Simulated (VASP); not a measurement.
# SiC (F-43m) in VASP: a series of runs

Runs on SiC. Level: r2SCAN+D4. Tasks: single point.

All numbers are computed with VASP 6.6.1; they aren't measurements. Logs are shortened: lines on timing, memory, paths and dates and some standing lists are left out, and cuts for length are marked.

**The experiment to reproduce.**

“Insight into the structural, elastic and electronic properties of a new orthorhombic 6O-SiC polytype”, 2020, pmc:7200658 quotes, for a bulk crystal of SiC: band gap 2.4 eV (indirect).

How close the calculation comes is told below.

### 1 The cell of the first run

It takes space group F-43m (No. 216, cubic). Conventional cell: a = 4.342 Å, b = 4.342 Å, c = 4.342 Å, α = 90.00°, β = 90.00°, γ = 90.00°. Within 2.5 Å of Si (site symmetry -43m) lie 4 C at 1.88 Å. Within 2.5 Å of C (site symmetry -43m) lie 4 Si at 1.88 Å.

### 2 Single point, r2SCAN+D4

Input file POSCAR:

```
SiC
1.0
    0.0000000000      2.1710957677      2.1710957677
    2.1710957677      0.0000000000      2.1710957677
    2.1710957677      2.1710957677      0.0000000000
Si C
1 1
Direct
    0.0000000000      0.0000000000      0.0000000000
    0.7500000000      0.7500000000      0.7500000000
```

Input file INCAR.step1:

```
SYSTEM = SiC
PREC = Accurate ; ENCUT = 520
ISMEAR = 0 ; SIGMA = 0.05
LREAL = .FALSE. ; LASPH = .TRUE.
NELM = 100 ; NBANDS = 11
GGA = PE ; ALGO = Normal
EDIFF = 1E-4 ; LWAVE = .TRUE.
LCHARG = .FALSE.
```

Input file INCAR.step2:

```
SYSTEM = SiC
PREC = Accurate ; ENCUT = 520
EDIFF = 1E-7 ; ISMEAR = 0
SIGMA = 0.05 ; LREAL = .FALSE.
LASPH = .TRUE. ; NELM = 100
ALGO = Normal ; ISIF = 2
LWAVE = .FALSE. ; LCHARG = .TRUE.
METAGGA = R2SCAN ; LMIXTAU = .TRUE.
IVDW = 13 ; VDW_S6 = 1.0
VDW_S8 = 0.6018749 ; VDW_A1 = 0.51559235
VDW_A2 = 5.77342911 ; LELF = .TRUE.
LVHAR = .TRUE. ; NBANDS = 11
ISTART = 1
```

Input file KPOINTS:

```
Automatic mesh
0
G
  10 10 10
  0 0 0
```

Potentials or basis: VASP PAW PBE potentials, release 64 (Si, C).

Launch:

```console
$ cat potpaw_PBE.64/Si/POTCAR potpaw_PBE.64/C/POTCAR > POTCAR
$ cp INCAR.step1 INCAR
$ mpirun -np 1 vasp_std > vasp.out
$ cp INCAR.step2 INCAR
$ mpirun -np 1 vasp_std > vasp.out
```

OUTCAR:

```text
SYSTEM = SiC
   PREC = Accurate
   ENCUT = 520
   EDIFF = 1E-7
   ISMEAR = 0
   LREAL = .FALSE.
   LASPH = .TRUE.
   NELM = 100
   ISIF = 2
   METAGGA = R2SCAN
   IVDW = 13
   ISTART = 1

 ion  position               nearest neighbor table
   1  0.000  0.000  0.000-   2 1.88   2 1.88   2 1.88   2 1.88
   2  0.750  0.750  0.750-   1 1.88   1 1.88   1 1.88   1 1.88

  LATTYP: Found a face centered cubic cell.
 ALAT       =     4.3421915354

  Lattice vectors:

 A1 = (   0.0000000000,   2.1710957677,   2.1710957677)
 A2 = (   2.1710957677,   0.0000000000,   2.1710957677)
 A3 = (   2.1710957677,   2.1710957677,   0.0000000000)

Analysis of symmetry for initial positions (statically):
=====================================================================
 Subroutine PRICEL returns:
 Original cell was already a primitive cell.

 Routine SETGRP: Setting up the symmetry group for a
 face centered cubic supercell.

 Subroutine GETGRP returns: Found 24 space group operations
 (whereof 24 operations were pure point group operations)
 out of a pool of 48 trial point group operations.

The static configuration has the point symmetry T_d .

Analysis of symmetry for dynamics (positions and initial velocities):
=====================================================================
 Subroutine PRICEL returns:
 Original cell was already a primitive cell.

 Routine SETGRP: Setting up the symmetry group for a
 face centered cubic supercell.

 Subroutine GETGRP returns: Found 24 space group operations
 (whereof 24 operations were pure point group operations)
 out of a pool of 48 trial point group operations.

The dynamic configuration has the point symmetry T_d .

 Subroutine INISYM returns: Found 24 space group operations
 (whereof 24 operations are pure point group operations),
 and found     1 'primitive' translations

----------------------------------------------------------------------------------------

                                     Primitive cell

  volume of cell :      20.4676

  direct lattice vectors                    reciprocal lattice vectors
     0.000000000  2.171095768  2.171095768    -0.230298455  0.230298455  0.230298455
     2.171095768  0.000000000  2.171095768     0.230298455 -0.230298455  0.230298455
     2.171095768  2.171095768  0.000000000     0.230298455  0.230298455 -0.230298455

  length of vectors
     3.070393080  3.070393080  3.070393080     0.398888624  0.398888624  0.398888624

  position of ions in fractional coordinates (direct lattice)
     0.000000000  0.000000000  0.000000000
     0.750000000  0.750000000  0.750000000

  ion indices of the primitive-cell ions
   primitive index   ion index
                 1           1
                 2           2

----------------------------------------------------------------------------------------

 KPOINTS: Automatic mesh

Automatic generation of k-mesh.
 Grid dimensions read from file:
 generate k-points for:   10   10   10

 Generating k-lattice:

  Cartesian coordinates                     Fractional coordinates (reciprocal lattice)
    -0.023029845  0.023029845  0.023029845     0.100000000  0.000000000  0.000000000
     0.023029845 -0.023029845  0.023029845     0.000000000  0.100000000  0.000000000
     0.023029845  0.023029845 -0.023029845     0.000000000  0.000000000  0.100000000

  Length of vectors
     0.039888862  0.039888862  0.039888862

  Shift w.r.t. Gamma in fractional coordinates (k-lattice)
     0.000000000  0.000000000  0.000000000

 Subroutine IBZKPT returns following result:
 ===========================================

 Found     47 irreducible k-points:

 Following reciprocal coordinates:
            Coordinates               Weight
  0.000000  0.000000  0.000000      1.000000
  0.100000  0.000000  0.000000      8.000000
  0.200000  0.000000  0.000000      8.000000
  0.300000  0.000000  0.000000      8.000000
  0.400000  0.000000  0.000000      8.000000
  0.500000  0.000000  0.000000      4.000000
[... 16 lines left out ...]
  0.300000  0.300000  0.000000      6.000000
  0.400000  0.300000  0.000000     24.000000
 [... further k-points ...]
   k-points           NKPTS =     47   k-points in BZ     NKDIM =     47   number of bands    NBANDS=     11
   number of dos      NEDOS =    301   number of ions     NIONS =      2
   total plane-waves  NPLWV =  13824
   dimension x,y,z NGX =    24 NGY =   24 NGZ =   24
   dimension x,y,z NGXF=    48 NGYF=   48 NGZF=   48
   ions per type =               1   1
   NGX,Y,Z   is equivalent  to a cutoff of  12.99, 12.99, 12.99 a.u.
   NGXF,Y,Z  is equivalent  to a cutoff of  25.99, 25.99, 25.99 a.u.
 SYSTEM =  SiC
   PREC   = accura    normal or accurate (medium, high low for compatibility)
   ISTART =      1    job   : 0-new  1-cont  2-samecut
   ICHARG =      0    charge: 1-file 2-atom 10-const
   ISPIN  =      1    spin polarized calculation?
   LNONCOLLINEAR =      F non collinear calculations
   LSORBIT =      F    spin-orbit coupling
   LASPH  =      T    aspherical Exc in radial PAW
   ENCUT  =  520.0 eV  38.22 Ry    6.18 a.u.   5.71  5.71  5.71*2*pi/ulx,y,z
   NELM   =    100;   NELMIN=  2; NELMDL=  0     # of ELM steps
   EDIFF  = 0.1E-06   stopping-criterion for ELM
   LREAL  =      F    real-space projection
   EDIFFG = 0.1E-05   stopping-criterion for IOM
   NSW    =      0    number of steps for IOM
   IBRION =     -1    ionic relax: 0-MD 1-quasi-New 2-CG
   NFREE  =      0    steps in history (QN), initial steepest desc. (CG)
   ISIF   =      2    stress and relaxation
   ISYM   =      2    0-nonsym 1-usesym 2-fastsym
   POTIM  = 0.5000    time-step for ionic-motion
   TEBEG  =    0.0;   TEEND  =   0.0 temperature during run
   PSTRESS=    0.0 pullay stress
   NELECT =       8.0000    total number of electrons
   NUPDOWN=      -1.0000    fix difference up-down
   EMIN   =  10.00;   EMAX   =-10.00  energy-range for DOS
   EFERMI =   0.00;   METHOD = LEGACY
   ISMEAR =     0;   SIGMA  =   0.05  broadening in eV -4-tet -1-fermi 0-gaus
   EFERMI_NEDOS =   21; number of points for ismear=-14 and -15
   IALGO  =     38    algorithm
   IMIX   =      4    mixing-type and parameters
     AMIX     =   0.40;   BMIX     =  1.00
     AMIX_MAG =   1.60;   BMIX_MAG =  1.00
  volume/ion in A,a.u.               =      10.23        69.06
  Fermi-wavevector in a.u.,A,eV,Ry     =   1.196968  2.261941 19.493505  1.432732
  Thomas-Fermi vector in A             =   2.332895
   LORBIT       =      0    0 simple, 1 ext, 2 COOP (PROOUT), +10 PAW based schemes
   METAGGA = R2SCAN    functional components
   LHFCALC =     F    Hartree Fock is set to
   AEXX    =    0.0000 exact exchange contribution
   IVDW    =    13    specifies the selected vdW correction
   LEPSILON=     F    determine dielectric tensor
   LRPA    =     F    only Hartree local field effects (RPA)
 non-spin polarized calculation
 Gauss-broadening in eV      SIGMA  =   0.05
  energy-cutoff  :      520.00
  volume of cell :       20.47
 maximum number of plane-waves:       568
   NGX = 11   NGY = 11   NGZ = 11

 number of electron       8.0000001 magnetization

 Free energy of the ion-electron system (eV)
  ---------------------------------------------------
  ext. energy  EPLUGINS =         0.00000000
  ---------------------------------------------------
  free energy    TOTEN  =       -19.32572213 eV

  energy without entropy =      -19.32572213  energy(sigma->0) =      -19.32572213

 E-fermi :   8.3517     XC(G=0): -11.9834

 val. band max:        8.1043987353   @ k =   0.0000   0.0000   0.0000
 cond. band min:       9.8223614276   @ k =   0.5000   0.5000   0.0000
 fundamental gap:      1.7179626923
 Fermi energy:         8.3517365723

 k-point     1 :       0.0000    0.0000    0.0000
  band No.  band energies     occupation
      1      -8.1622      2.00000
      2       8.1044      2.00000
      3       8.1044      2.00000
      4       8.1044      2.00000
      5      15.0759      0.00000
      6      16.0351      0.00000
      7      16.0351      0.00000
      8      16.0351      0.00000
      9      23.3803      0.00000
     10      23.3803      0.00000
     11      26.0484      0.00000

 k-point     2 :       0.1000    0.0000    0.0000
  band No.  band energies     occupation
      1      -7.9580      2.00000
      2       7.0543      2.00000
      3       7.9643      2.00000
      4       7.9643      2.00000
      5      15.3099      0.00000
      6      16.2955      0.00000
      7      16.2955      0.00000
      8      16.3969      0.00000
      9      22.4354      0.00000
     10      22.4354      0.00000
     11      25.5962      0.00000

 k-point     3 :       0.2000    0.0000    0.0000
  band No.  band energies     occupation
      1      -7.3555      2.00000
      2       4.8350      2.00000
      3       7.6418      2.00000
      4       7.6418      2.00000
      5      14.9861      0.00000
      6      16.6732      0.00000
      7      16.6732      0.00000
      8      17.7541      0.00000
      9      21.7696      0.00000
     10      21.7696      0.00000
     11      24.6435      0.00000

 k-point     4 :       0.3000    0.0000    0.0000
  band No.  band energies     occupation
      1      -6.3956      2.00000
      2       2.4145      2.00000
      3       7.3083      2.00000
      4       7.3083      2.00000
      5      14.5703      0.00000
      6      16.5027      0.00000
      7      16.5027      0.00000
      8      18.8157      0.00000
      9      22.6919      0.00000
     10      22.6919      0.00000
     11      24.4090      0.00000
[... 239 lines left out ...]
 k-point    22 :      -0.2000    0.2000    0.0000
  band No.  band energies     occupation
      1      -6.0730      2.00000
      2       3.0717      2.00000
      3       4.7604      2.00000
      4       7.4237      2.00000
      5      15.3162      0.00000
      6      16.8734      0.00000
      7      17.1691      0.00000
      8      18.1064      0.00000
      9      20.3445      0.00000
     10      24.7146      0.00000
     11      28.4831      0.00000

 k-point    23 :       0.3000    0.3000    0.0000
  band No.  band energies     occupation
      1      -5.7947      2.00000
      2       3.5327      2.00000
      3       5.6187      2.00000
      4       5.6187      2.00000
      5      11.7430      0.00000
      6      14.2966      0.00000
      7      20.6055      0.00000
      8      20.6055      0.00000
      9      21.6051      0.00000
     10      26.1558      0.00000
     11      31.1524      0.00000

 k-point    24 :       0.4000    0.3000    0.0000
  band No.  band energies     occupation
      1      -4.8983      2.00000
      2       2.2559      2.00000
      3       4.8114      2.00000
      4       5.3415      2.00000
      5      11.4132      0.00000
      6      14.3154      0.00000
      7      20.7284      0.00000
      8      21.0173      0.00000
      9      23.0862      0.00000
     10      27.2971      0.00000
     11      30.7751      0.00000

 [... further k-points ...]

------------------------ aborting loop because EDIFF is reached ----------------------------------------

  DFT-D4 for vdW energy calculation

  Edisp (eV):   -0.24810

  FORCE on cell =-STRESS in cart. coord.  units (eV):
  Direction    XX          YY          ZZ          XY          YZ          ZX
  --------------------------------------------------------------------------------------
  -------------------------------------------------------------------------------------
  Total       0.06675     0.06675     0.06675     0.00000     0.00000     0.00000
  in kB       5.22517     5.22517     5.22517     0.00000     0.00000     0.00000
  external pressure =        5.23 kB  Pullay stress =        0.00 kB

 VOLUME and BASIS-vectors are now :
 -----------------------------------------------------------------------------
  energy-cutoff  :      520.00
  volume of cell :       20.47
      direct lattice vectors                 reciprocal lattice vectors
     0.000000000  2.171095768  2.171095768    -0.230298455  0.230298455  0.230298455
     2.171095768  0.000000000  2.171095768     0.230298455 -0.230298455  0.230298455
     2.171095768  2.171095768  0.000000000     0.230298455  0.230298455 -0.230298455

 POSITION                                       TOTAL-FORCE (eV/Angst)
 -----------------------------------------------------------------------------------
      0.00000      0.00000      0.00000         0.000000      0.000000      0.000000
      3.25664      3.25664      3.25664        -0.000000     -0.000000     -0.000000
 -----------------------------------------------------------------------------------
    total drift:                                0.000001      0.000001      0.000001

  FREE ENERGIE OF THE ION-ELECTRON SYSTEM (eV)
  ---------------------------------------------------
  free  energy   TOTEN  =       -19.5738230824 eV

  energy  without entropy=      -19.5738230824  energy(sigma->0) =      -19.57382308
```

Wall time 33 s (1 thread of Intel Xeon Platinum 8259CL at 2.50GHz (Skylake/Cascade Lake), shared host); peak memory 0.14 GiB.

What came out:

- Free energy: -19.5738 eV
- Pressure: 0.5 GPa
- Band gap on the k mesh: 1.72 eV, indirect (least direct gap 5.07 eV)
- Dispersion energy per atom: -0.124 eV

Levels at points of the mesh, in eV from the valence-band top:
```
           k point  band 1  band 2  band 3  band 4  band 5  band 6  band 7  band 8
(0.00, 0.00, 0.00)  -16.27    0.00    0.00    0.00    6.97    7.93    7.93    7.93
(0.50, 0.00, 0.00)  -12.60   -8.88   -1.11   -1.11    6.10    7.80    7.80   11.02
(0.50, 0.50, 0.00)  -11.13   -8.09   -3.35   -3.35    1.72    4.86   15.27   15.27
```

Caveat: the PAW data sets were made with another functional, which shifts forces and pressure a little.

### 3 Single point, r2SCAN+D4

This run uses another cell than the first one, of 10.27 Å³/atom, 1.003 times its volume.

Input file POSCAR:

```
SiC
1.0
    0.0000000000      2.1733333276      2.1733333276
    2.1733333276      0.0000000000      2.1733333276
    2.1733333276      2.1733333276      0.0000000000
Si C
1 1
Direct
    0.0000000000      0.0000000000      0.0000000000
    0.7500000000      0.7500000000      0.7500000000
```

Input file INCAR.step1:

```
PREC     = Accurate       # precision mode
ENCUT    = 520            # plane-wave cutoff, eV
ISMEAR   = 0              # smearing method
SIGMA    = 0.05           # smearing width, eV
LREAL    = F              # projectors in reciprocal space
LASPH    = T              # aspherical terms in the spheres
NELM     = 80             # most SCF steps
NBANDS   = 11             # bands
GGA      = PE             # functional
ALGO     = Normal         # electronic algorithm
EDIFF    = 1E-4           # SCF threshold, eV
LWAVE    = T              # write WAVECAR
LCHARG   = F              # write CHGCAR
```

Input file INCAR.step2:

```
PREC     = Accurate       # precision mode
ENCUT    = 520            # plane-wave cutoff, eV
EDIFF    = 1E-6           # SCF threshold, eV
ISMEAR   = 0              # smearing method
SIGMA    = 0.05           # smearing width, eV
LREAL    = F              # projectors in reciprocal space
LASPH    = T              # aspherical terms in the spheres
NELM     = 80             # most SCF steps
ALGO     = Normal         # electronic algorithm
ISIF     = 2              # what is computed and relaxed
LWAVE    = F              # write WAVECAR
LCHARG   = F              # write CHGCAR
METAGGA  = R2SCAN         # meta-GGA
LMIXTAU  = T            
IVDW     = 13             # dispersion correction
VDW_S6   = 1.0          
VDW_S8   = 0.6018749    
VDW_A1   = 0.51559235   
VDW_A2   = 5.77342911   
NBANDS   = 11             # bands
ISTART   = 1
```

Input file KPOINTS:

```
regular mesh
0
Gamma
  10 10 10
```

Potentials or basis: VASP PAW PBE potentials, release 64 (Si, C).

Launch:

```console
$ cat potpaw_PBE.64/Si/POTCAR potpaw_PBE.64/C/POTCAR > POTCAR
$ cp INCAR.step1 INCAR
$ mpirun -np 1 vasp_std > vasp.out
$ cp INCAR.step2 INCAR
$ mpirun -np 1 vasp_std > vasp.out
```

It took 28 s on 1 thread of Intel Xeon Platinum 8259CL at 2.50GHz (Skylake/Cascade Lake), shared host; peak memory 0.14 GiB.

It converged, with:

```yaml
Free_energy: -19.5739 eV
Pressure: -0.2 GPa
Band_gap_on_the_k_mesh: 1.72 eV, indirect (least direct gap 5.07 eV)
Dispersion_energy_per_atom: -0.124 eV
```

Levels at points of the mesh, in eV from the valence-band top:
```csv
k point,band 2,band 3,band 4,band 5,band 6,band 7
"(0.00, 0.00, 0.00)",0.00,0.00,0.00,6.93,7.91,7.91
"(0.50, 0.00, 0.00)",-8.86,-1.11,-1.11,6.07,7.79,7.79
"(0.50, 0.50, 0.00)",-8.08,-3.35,-3.35,1.72,4.85,15.23
```

Caveat: the PAW data sets were made with another functional, which shifts forces and pressure a little.

### 4 Against experiment

Step 2. Measured gap of SiC: 2.4 eV (indirect; quoted in “Insight into the structural, elastic and electronic properties of a new orthorhombic 6O-SiC polytype”, 2020, pmc:7200658). This calculation gives 1.72 eV (-0.68 eV). The value is that of r2SCAN+D4 on a finite k mesh, which can miss the band edges, without temperature or zero-point motion.

Step 3. Measured gap of SiC: 2.4 eV (indirect; quoted in “Insight into the structural, elastic and electronic properties of a new orthorhombic 6O-SiC polytype”, 2020, pmc:7200658). This calculation gives 1.72 eV (-0.68 eV). The value is that of r2SCAN+D4 on a finite k mesh, which can miss the band edges, without temperature or zero-point motion.
